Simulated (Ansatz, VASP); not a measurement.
**CsBr: VASP beside Ansatz**

```
Cs Br
1.0
     4.31996    0.00000    0.00000
     0.00000    4.31996    0.00000
     0.00000    0.00000    4.31996
Cs Br
1 1
Direct
  0.00000 0.00000 0.00000
  0.50000 0.50000 0.50000
```

Alike in both runs: task single point; functional PBE; k mesh 6 × 6 × 6; occupations fermi-dirac, width 0.02 eV; no spin polarisation.

```csv
,VASP,Ansatz
version,VASP 6.6.1,Ansatz 0.2.0
potentials or method,"VASP PAW PBE potentials, release 64 (Cs_sv, Br)","plane waves, PAW"
plane-wave cutoff (eV),500,420
valence electrons in the cell,16,16
```

Ansatz gave:

| Quantity | Value |
| --- | --- |
| gap on the k mesh at the Fermi level (eV) | 4.44 |
| pressure (GPa) | 0.7 |

Question: Estimate VASP's values.

Answer: gap on the k mesh at the Fermi level (eV): 4.42; pressure (GPa): 0.7.

Neither program's run includes spin-orbit coupling.
